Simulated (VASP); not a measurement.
Set up this calculation in VASP 6.6.1, as the native input.

```yaml
Task: single point
Functional: PBEsol
Potentials_or_basis: VASP PAW PBE potentials, release 64 (P)
Cutoff: 520 eV
k_mesh: 10 × 1 × 8
Occupations: gaussian, width 0.05 eV
Spin: no spin polarisation
Dipole_correction: no
Further_INCAR_settings: ALGO = Normal; EDIFF = 1e-06; NBANDS = 18
```

The structure of P lies in POSCAR:

```
P
1.0
    3.4665236214      0.0000000000      0.0000000000
    0.0000000000     36.7974240259      0.0000000000
    0.0000000000      0.0000000000      4.1564488800
P
4
Direct
    0.0000000000      0.9702614300      0.5921507200
    0.0000000000      0.0297385700      0.4078492800
    0.5000000000      0.0297385700      0.0921507200
    0.5000000000      0.9702614300      0.9078492800
```

This cell differs from its parent crystal: ratio of the length along z to the lengths across it x 0.85, volume and fractional coordinates fixed.

These files were run (other wordings do the same):

INCAR

```
PREC = Accurate
ENCUT = 520
EDIFF = 1E-6
ISMEAR = 0
SIGMA = 0.05
LREAL = False
LASPH = True
NELM = 100
ALGO = Normal
ISIF = 2
LWAVE = False
LCHARG = False
GGA = PS
NBANDS = 18
```

KPOINTS

```
regular mesh
0
Gamma
  10 1 8
```

Potentials or basis: VASP PAW PBE potentials, release 64 (P).

Command:

```console
$ cat potpaw_PBE.64/P/POTCAR > POTCAR
$ mpirun -np 1 vasp_std > vasp.out
```

It gave:

- Largest force: 1.602 eV/Å
- Band gap on the k mesh: 0.11 eV (least direct gap 0.22 eV)

Caveat: there is no dipole correction, which matters where the two faces differ; semilocal functionals underestimate gaps, and a narrow one can read as zero; the PAW data sets were made with another functional, which shifts forces and pressure a little.

Wall time 11 min on 1 thread of Intel Xeon 8259CL (shared host), peak memory 0.64 GiB.
